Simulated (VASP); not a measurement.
# Ca (P6_3/mmc) in VASP: a series of runs, part 2 of 2

VASP 6.6.1. Earlier steps stand in the parts before.

## Step 4: Relaxation of cell and atoms, LDA

This run uses another cell than the first one, of 44.72 Å³/atom.

INCAR reads:

```
PREC = Accurate
ENCUT = 600
EDIFF = 1E-7
ISMEAR = 1
SIGMA = 0.005
LREAL = False
LASPH = True
NELM = 60
ALGO = Normal
ISIF = 3
LWAVE = False
LCHARG = False
IBRION = 2
NSW = 100
EDIFFG = -0.002
```

KPOINTS reads:

```
regular mesh
0
Gamma
  10 10 6
```

POSCAR reads:

```
Ca
1.0
    3.9800000000      0.0000000000      0.0000000000
   -1.9900000000      3.4467811071      0.0000000000
    0.0000000000      0.0000000000      6.5200000000
Ca
2
Direct
    0.3333333333      0.6666666667      0.2500000000
    0.6666666667      0.3333333333      0.7500000000
```

Potentials or basis: VASP PAW LDA potentials, release 64 (Ca_sv).

Launch:

```console
$ cat potpaw_LDA.64/Ca_sv/POTCAR > POTCAR
$ mpirun -np 1 vasp_std > vasp.out
```

OUTCAR:

```text
PREC = Accurate
   ENCUT = 600
   EDIFF = 1E-7
   ISMEAR = 1
   LREAL = False
   LASPH = True
   NELM = 60
   ISIF = 3
   IBRION = 2
   NSW = 100
   EDIFFG = -0.002

 ion  position               nearest neighbor table
   1  0.333  0.667  0.250-
   2  0.667  0.333  0.750-

  LATTYP: Found a hexagonal cell.
 ALAT       =     3.9800000000
 C/A-ratio  =     1.6381909548

  Lattice vectors:

 A1 = (   3.9800000000,   0.0000000000,   0.0000000000)
 A2 = (  -1.9900000000,   3.4467811071,   0.0000000000)
 A3 = (   0.0000000000,   0.0000000000,   6.5200000000)

Analysis of symmetry for initial positions (statically):
=====================================================================
 Subroutine PRICEL returns:
 Original cell was already a primitive cell.

 Routine SETGRP: Setting up the symmetry group for a
 hexagonal supercell.

 Subroutine GETGRP returns: Found 24 space group operations
 (whereof 12 operations were pure point group operations)
 out of a pool of 24 trial point group operations.

The static configuration has the point symmetry D_3d.
 The point group associated with its full space group is D_6h.

Analysis of symmetry for dynamics (positions and initial velocities):
=====================================================================
 Subroutine PRICEL returns:
 Original cell was already a primitive cell.

 Routine SETGRP: Setting up the symmetry group for a
 hexagonal supercell.

 Subroutine GETGRP returns: Found 24 space group operations
 (whereof 12 operations were pure point group operations)
 out of a pool of 24 trial point group operations.

The dynamic configuration has the point symmetry D_3d.
 The point group associated with its full space group is D_6h.
[... 150 lines left out ...]

------------------------ aborting loop because EDIFF is reached ----------------------------------------

  FORCE on cell =-STRESS in cart. coord.  units (eV):
  Direction    XX          YY          ZZ          XY          YZ          ZX
  --------------------------------------------------------------------------------------
  -------------------------------------------------------------------------------------
  Total       -1.3877994     -1.3877994     -1.1711906      0.0000000     -0.0000000      0.0000000
  in kB      -24.8595289    -24.8595289    -20.9794348      0.0000000     -0.0000000      0.0000000
  external PRESSURE =     -23.5661642 kB  Pullay stress =       0.0000000 kB
[... 89 lines left out ...]
  FREE ENERGIE OF THE ION-ELECTRON SYSTEM (eV)
  ---------------------------------------------------
  free  energy   TOTEN  =        -4.4027987748 eV

  energy  without entropy=       -4.4027965101  energy(sigma->0) =       -4.40279802

[... ionic steps 4 to 7 ...]

--------------------------------------- Ionic step        8  -------------------------------------------

 number of electron      20.0000000 magnetization

------------------------ aborting loop because EDIFF is reached ----------------------------------------
[... 67 lines left out ...]
--------------------------------------- Ionic step       10  -------------------------------------------

 number of electron      20.0000001 magnetization

 Free energy of the ion-electron system (eV)
  ---------------------------------------------------
  ext. energy  EPLUGINS =         0.00000000
  ---------------------------------------------------
  free energy    TOTEN  =        -4.40479737 eV

  energy without entropy =       -4.40479378  energy(sigma->0) =       -4.40479618

 E-fermi :   2.2393     XC(G=0):  -8.2866

 val. band max:        2.2370380895   @ k =   0.4000  -0.0000   0.0000
 cond. band min:       2.2436093013   @ k =   0.4000  -0.0000   0.0000
 fundamental gap:      0.0065712118
 Fermi energy:         2.2392669912

 k-point     1 :       0.0000    0.0000    0.0000
  band No.  band energies     occupation
      1     -39.1588      2.00000
      2     -39.1386      2.00000
      3     -20.5314      2.00000
      4     -20.3790      2.00000
      5     -20.3790      2.00000
      6     -20.3554      2.00000
      7     -20.3554      2.00000
      8     -20.3402      2.00000
      9      -2.0110      2.00000
     10       0.9968      2.00000
     11       2.0466      2.00000
     12       4.3730      0.00000
     13       4.5281      0.00000
     14       4.5281      0.00000
[... 377 lines left out ...]
      1     -39.1342      2.00000
      2     -39.1284      2.00000
      3     -20.5476      2.00000
      4     -20.5230      2.00000
      5     -20.4401      2.00000
      6     -20.4267      2.00000
      7     -20.4017      2.00000
      8     -20.3790      2.00000
      9       0.9721      2.00000
     10       1.8777      2.00000
     11       2.3547      0.00000
     12       2.5656      0.00000
     13       3.5611      0.00000
     14       4.0240      0.00000

 [... further k-points ...]

------------------------ aborting loop because EDIFF is reached ----------------------------------------

  FORCE on cell =-STRESS in cart. coord.  units (eV):
  Direction    XX          YY          ZZ          XY          YZ          ZX
  --------------------------------------------------------------------------------------
  -------------------------------------------------------------------------------------
  Total       -0.0000674     -0.0000674     -0.0001254      0.0000000      0.0000000      0.0000000
  in kB       -0.0014109     -0.0014109     -0.0026259      0.0000000      0.0000000      0.0000000
  external PRESSURE =      -0.0018159 kB  Pullay stress =       0.0000000 kB
[... 17 lines left out ...]
  FREE ENERGIE OF THE ION-ELECTRON SYSTEM (eV)
  ---------------------------------------------------
  free  energy   TOTEN  =        -4.4047973747 eV

  energy  without entropy=       -4.4047937808  energy(sigma->0) =       -4.40479618

 reached required accuracy - stopping structural energy minimisation
```

It took 4.8 min on 1 thread of Intel Xeon Platinum 8259CL at 2.50GHz (Skylake/Cascade Lake), shared host; peak memory 0.24 GiB.

Results:

* Free energy: -4.4048 eV
* Relaxed volume: 38.26 Å³/atom
* Relaxed cell: a = 3.746 Å, b = 3.746 Å, c = 6.297 Å, α = 90.00°, β = 90.00°, γ = 120.00°
* Space group after relaxing (to 0.1 Å): P6_3/mmc (No. 194)
* Energy gained by relaxing: 53.3 meV/atom
* Ionic steps: 10
* Pressure after relaxing: 0.0 GPa
* Band gap on the k mesh: zero (bands 10 and 11 overlap by 0.35 eV)

Step by step:
| step | energy change (eV) | largest force (eV/Å) | pressure (GPa) | volume (Å³) |
| --- | --- | --- | --- | --- |
| 1 | 0.0000 | 0.0000 | -2.36 | 89.44 |
| 2 | -0.0901 | 0.0000 | -1.02 | 81.19 |
| 3 | -0.1046 | 0.0000 | -0.10 | 77.21 |
| 4 | -0.1048 | 0.0000 | 0.01 | 76.75 |
| 5 | -0.1048 | 0.0000 | 0.07 | 76.51 |
| 6 | -0.1055 | 0.0000 | 0.03 | 76.52 |
| 7 | -0.1063 | 0.0000 | 0.02 | 76.52 |
| 8 | -0.1064 | 0.0000 | -0.01 | 76.53 |
| 9 | -0.1066 | 0.0000 | 0.00 | 76.53 |
| 10 | -0.1066 | 0.0000 | 0.00 | 76.53 |

Final structure:
```yaml
crystal:
  lattice:
    - [3.74595, 0.00000, 0.00000]
    - [-1.87297, 3.24408, 0.00000]
    - [0.00000, 0.00000, 6.29733]
  atoms:
    - { symbol: Ca, position: [0.33333, 0.66667, 0.25000] }
    - { symbol: Ca, position: [0.66667, 0.33333, 0.75000] }
```

Levels at points of the mesh, in eV from the Fermi level:
```csv
k point,band 8,band 9,band 10,band 11,band 12,band 13
"(0.00, 0.00, 0.00)",-22.58,-4.25,-1.24,-0.19,2.13,2.29
"(0.50, 0.00, 0.00)",-22.62,-1.14,-0.63,0.06,0.27,1.36
"(0.00, 0.00, 0.50)",-22.61,-3.19,-3.19,1.26,1.26,2.29
"(0.50, 0.00, 0.50)",-22.63,-0.80,-0.80,0.21,0.21,1.37
```

## Step 5: The runs side by side

| task | cell | cutoff (eV) | smearing | gap on the mesh (eV) | pressure (GPa) |
| --- | --- | --- | --- | --- | --- |
| single point | a = 3.774, b = 3.774, c = 6.220 Å, angles 90.0, 90.0, 120.0°, 2 atoms | 520 | fermi-dirac 0.1 eV | none | 0.0 |
| single point | a = 3.743, b = 3.743, c = 6.293 Å, angles 90.0, 90.0, 120.0°, 2 atoms | 520 | methfessel-paxton 0.005 eV | none | 0.0 |
| relaxation of cell and atoms | relaxed from a = 3.980, b = 3.980, c = 6.520 Å, angles 90.0, 90.0, 120.0°, 2 atoms | 600 | methfessel-paxton 0.005 eV | none | 0.0 |

Alike in all rows: level LDA; potentials or basis VASP PAW LDA potentials, release 64 (Ca_sv); no spin polarisation; k mesh 10 × 10 × 6.

Absolute energies hang on the potentials; compare differences alone.

The gap in the log of VASP goes by the Fermi energy; the results here count the filled bands.